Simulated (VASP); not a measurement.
The system is CdS.

```
Cd S
1.0
     6.27714    0.00000    0.00000
    -3.13857    5.43616    0.00000
     0.00000    0.00000    3.70190
Cd S
3 3
Direct
  0.62265 0.00000 0.66667
  0.00000 0.62265 0.33333
  0.37735 0.37735 0.00000
  0.37735 0.00000 0.16667
  0.00000 0.37735 0.83333
  0.62265 0.62265 0.50000
```

The cell was generated, and may not be a known phase.

| Property | Result |
| --- | --- |
| Program | VASP 6.6.1 |
| Task | relaxation of cell and atoms |
| Functional | PBE |
| Potentials or basis | VASP PAW PBE potentials, release 64 (Cd, S) |
| Cutoff | 600 eV |
| k mesh | 3 × 3 × 6 |
| Occupations | gaussian, width 0.1 eV |
| Spin | no spin polarisation |

At the start: pressure 16.0 GPa; volume 21.05 Å³/atom.

Problem. How do energy, volume and symmetry change on relaxing?

Solution. Over 8 steps the energy falls by 192.9 meV/atom and the volume is 25.32 Å³/atom (+20.3 %); space group P3_221 (No. 154, to 0.1 Å) before and after.

Step by step:
```
step  energy change (eV)  largest force (eV/Å)  pressure (GPa)  volume (Å³)
   1              0.0000                1.0697           16.03       126.32
   2             -0.8649                0.2338           -4.62       168.82
   3             -1.1532                0.0724            0.05       151.57
   4             -1.1530                0.0807           -0.14       152.11
   5             -1.1543                0.0718            0.04       151.64
   6             -1.1548                0.0616            0.24       151.14
   7             -1.1558                0.0554            0.18       151.34
   8             -1.1576                0.0370            0.01       151.93
```

Final structure:
```xyz
6
Lattice="6.6096 0.0000 0.0000 -3.3048 5.7240 0.0000 0.0000 0.0000 4.0157" Properties=species:S:1:pos:R:3 pbc="T T T"
Cd    4.1210    0.0000    2.6772
Cd    4.5490    3.5689    1.3386
Cd    1.2443    2.1551    4.0157
S    -0.8477    5.7240    0.6693
S    -1.2285    2.1279    3.3464
S     2.0762    3.5961    2.0079
```

Caveat: the volume moved by over 15 % at a fixed basis, so the end points are rough.
